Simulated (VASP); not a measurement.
**Sn: single point with PBE**

The system is Sn, a slab with vacuum.

```
Sn
1.0
     4.70646    0.00000    0.00000
     0.00000    4.70646    0.00000
     0.00000    0.00000   16.00670
Sn
4
Direct
  0.00000 0.25000 0.34361
  0.50000 0.25000 0.44628
  0.50000 0.75000 0.55372
  0.00000 0.75000 0.65639
```

```yaml
Program: VASP 6.6.1
Task: single point
Functional: PBE
Potentials_or_basis: VASP PAW PBE potentials, release 64 (Sn_d)
Cutoff: 400 eV
k_mesh: 7 × 7 × 1
Occupations: fermi-dirac, width 0.02 eV
Spin: no spin polarisation
Dipole_correction: yes
Further_INCAR_settings: ALGO = Normal; EDIFF = 1e-06; NBANDS = 36; NELMDL = -8
```

```yaml
Largest_force: 0.005 eV/Å
Band_gap_on_the_k_mesh: zero (bands 28 and 29 overlap by 0.61 eV)
```

Forces on the atoms (eV/Å):
```
Sn   0.000  0.000  0.005
Sn   0.000  0.000  0.001
Sn   0.000  0.000 -0.001
Sn   0.000  0.000 -0.005
```

Levels at points of the mesh, in eV from the Fermi level:
```tsv
k point	band 25	band 26	band 27	band 28	band 29	band 30	band 31	band 32
(0.00, 0.00, 0.00)	-1.34	-1.16	-0.27	0.57	0.96	1.55	1.60	1.75
```

Wall time 2 min on 1 thread of Oxide Virtual Turin-like Processor, on a shared host, peak memory 0.32 GiB.

Caveat: spin-orbit coupling is left out, which moves the levels of the heavy elements.
